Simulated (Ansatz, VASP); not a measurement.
# One calculation of Al2O3, two programs

File INCAR:

```
SYSTEM = Al2O3
  PREC = Accurate
  ENCUT = 520
  EDIFF = 1E-6
  ISMEAR = 0
  SIGMA = 0.05
  LREAL = .False.
  LASPH = .True.
  NELM = 80
  ALGO = Normal
  ISIF = 2
  LWAVE = .False.
  LCHARG = .True.
  GGA = PE
  IVDW = 12
  LELF = .True.
  LVHAR = .True.
  NBANDS = 20
```

File KPOINTS:

```
regular mesh
0
Gamma
  12 12 4
  0 0 0
```

The input POSCAR:

```
Al2O3
1.0
    2.9708546968      0.0000000000      0.0000000000
   -1.4854273484      2.5728356383      0.0000000000
    0.0000000000      0.0000000000      9.6168570938
Al O
2 3
Direct
    0.0000000000      0.0000000000      0.1499923300
    0.0000000000      0.0000000000      0.8500076700
    0.3333333333      0.6666666667      0.2223169200
    0.6666666667      0.3333333333      0.0000000000
    0.3333333333      0.6666666667      0.7776830800
```

Input for Ansatz:

```yaml
crystal:
  lattice:
    - [2.9708546968, 0.0, 0.0]
    - [-1.4854273484, 2.5728356383, 0.0]
    - [0.0, 0.0, 9.6168570938]
  atoms:
    - { symbol: Al, position: [0.0, 0.0, 0.14999233] }
    - { symbol: Al, position: [0.0, 0.0, 0.85000767] }
    - { symbol: O, position: [0.3333333333, 0.6666666667, 0.22231692] }
    - { symbol: O, position: [0.6666666667, 0.3333333333, 0.0] }
    - { symbol: O, position: [0.3333333333, 0.6666666667, 0.77768308] }
basis:
  ecutwfc: 420
kpoints:
  mp_grid: { grid: [12, 12, 4] }
hamiltonian:
  xc: pbe
  dispersion: d3bj
scf:
  occupations: { method: gaussian, width: 0.05 }
output:
  forces: true
  stress: true
  eigenvalues: true
```

Change from the starting cell: strain +0.030 along x and y, +0.030 along z, atoms carried along.

Alike in both runs: task single point; functional PBE; dispersion D3(BJ); k mesh 12 × 12 × 4; occupations gaussian, width 0.05 eV; no spin polarisation.

|  | VASP | Ansatz |
| --- | --- | --- |
| version | VASP 6.6.1 | Ansatz 0.2.0 |
| potentials or method | VASP PAW PBE potentials, release 64 (Al, O), cutoff 520 eV | scalar-relativistic, plane waves, PAW |
| valence electrons in the cell | 24 | 24 |

VASP gave:

```
gap on the k mesh at the Fermi level (eV)                     : 4.03
least direct gap on the mesh (eV)                             : 4.22
pressure (GPa)                                                : -12.0
traceless stress, the component that is largest in VASP (GPa) : 3.82
rms of the force components (eV/Å)                            : 0.343
```

Problem. What did Ansatz give for the same quantities?

Solution. gap on the k mesh at the Fermi level (eV): 4.05; least direct gap on the mesh (eV): 4.24; pressure (GPa): -11.9; traceless stress, the component that is largest in VASP (GPa): 3.97; rms of the force components (eV/Å): 0.331.

Atom by atom the forces differ by 0.016 eV/Å (rms over components).
